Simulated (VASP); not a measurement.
Here is a VASP 6.6.1 calculation.

Contents of POSCAR:

```
BaZrO3
1.0
    4.1939477977      0.0000000000      0.0000000000
    0.0000000000      4.1939477977      0.0000000000
    0.0000000000      0.0000000000      4.1939477977
Ba Zr O
1 1 3
Direct
    0.0000000000      0.0000000000      0.0000000000
    0.5000000000      0.5000000000      0.5000000000
    0.0000000000      0.5000000000      0.5000000000
    0.5000000000      0.0000000000      0.5000000000
    0.5000000000      0.5000000000      0.0000000000
```

File INCAR.step1:

```
SYSTEM = BaZrO3
ALGO = Normal ; EDIFF = 1E-4
ENCUT = 520 ; GGA = PE
ISMEAR = 0 ; LASPH = .TRUE.
LCHARG = .FALSE. ; LREAL = .FALSE.
LWAVE = .TRUE. ; NBANDS = 28
NELM = 80 ; PREC = Accurate
SIGMA = 0.3
```

Contents of INCAR.step2:

```
SYSTEM = BaZrO3
ALGO = Normal ; EDIFF = 1E-6
ENCUT = 520 ; ISIF = 2
ISMEAR = 0 ; ISTART = 1
IVDW = 12 ; LASPH = .TRUE.
LCHARG = .FALSE. ; LMIXTAU = .TRUE.
LREAL = .FALSE. ; LWAVE = .FALSE.
METAGGA = R2SCAN ; NBANDS = 28
NELM = 80 ; PREC = Accurate
SIGMA = 0.3 ; VDW_A1 = 0.49484001
VDW_A2 = 5.73083694 ; VDW_S6 = 1.0
VDW_S8 = 0.78981345
```

KPOINTS

```
k-points
0
G
  5 5 5
  0 0 0
```

Potentials or basis: VASP PAW PBE potentials, release 64 (Ba_sv, Zr_sv, O).

Command:

```sh
$ cat potpaw_PBE.64/Ba_sv/POTCAR potpaw_PBE.64/Zr_sv/POTCAR potpaw_PBE.64/O/POTCAR > POTCAR
$ cp INCAR.step1 INCAR
$ mpirun -np 1 vasp_std > vasp.out
$ cp INCAR.step2 INCAR
$ mpirun -np 1 vasp_std > vasp.out
```

(1) What does it give for the dispersion energy per atom?

(2) What does it give for the band gap on the k mesh?

(3) What does it give for the pressure?

Answers

(1) -0.118 eV.

(2) 3.80 eV, indirect (least direct gap 3.94 eV).

(3) 1.1 GPa.

Caveat: the PAW data sets were made with another functional, which shifts forces and pressure a little; spin-orbit coupling is left out, which moves the levels of the heavy elements.
